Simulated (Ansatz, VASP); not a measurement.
# One calculation of ZnCd2Se3, two programs

```
Zn Cd Se
1.0
     2.13235   -3.69335    0.00000
    -6.39706   -3.69335    0.00000
     0.00000    0.00000  -10.52057
Zn Cd Se
2 4 6
Direct
  0.00000 0.00000 0.33260
  0.50000 0.50000 0.33260
  0.50000 0.83333 0.00927
  0.00000 0.33333 0.00927
  0.00000 0.66667 0.66139
  0.50000 0.16667 0.66139
  0.50000 0.83333 0.26364
  0.00000 0.33333 0.26364
  0.00000 0.00000 0.56820
  0.50000 0.50000 0.56820
  0.00000 0.66667 0.91490
  0.50000 0.16667 0.91490
```

Alike in both runs: task single point; functional PBE; k mesh 4 × 2 × 2; occupations gaussian, width 0.1 eV; no spin polarisation.

|  | VASP | Ansatz |
| --- | --- | --- |
| version | VASP 6.6.1 | Ansatz 0.2.0 |
| potentials or method | VASP PAW PBE potentials, release 64 (Zn, Cd, Se), cutoff 520 eV | scalar-relativistic, plane waves, PAW |
| valence electrons in the cell | 108 | 200 |

Ansatz gave:

| Quantity | Value |
| --- | --- |
| gap on the k mesh at the Fermi level (eV) | 0.54 |
| least direct gap on the mesh (eV) | 0.54 |
| pressure (GPa) | 0.0 |
| traceless stress, the component that is largest in VASP (GPa) | -0.13 |
| rms of the force components (eV/Å) | 0.009 |

Question: What did VASP give for the same quantities?

Answer: gap on the k mesh at the Fermi level (eV): 0.54; least direct gap on the mesh (eV): 0.54; pressure (GPa): 0.3; traceless stress, the component that is largest in VASP (GPa): -0.13; rms of the force components (eV/Å): 0.011.

Atom by atom the forces differ by 0.005 eV/Å (rms over components). With one functional, cell and mesh, what is left measures potentials, basis and numerics. VASP's potentials hold 108 valence electrons a cell and Ansatz's 200, so a difference there can come from the potentials and not from the codes.

The k mesh is coarse, so the values compare programs but aren't converged.
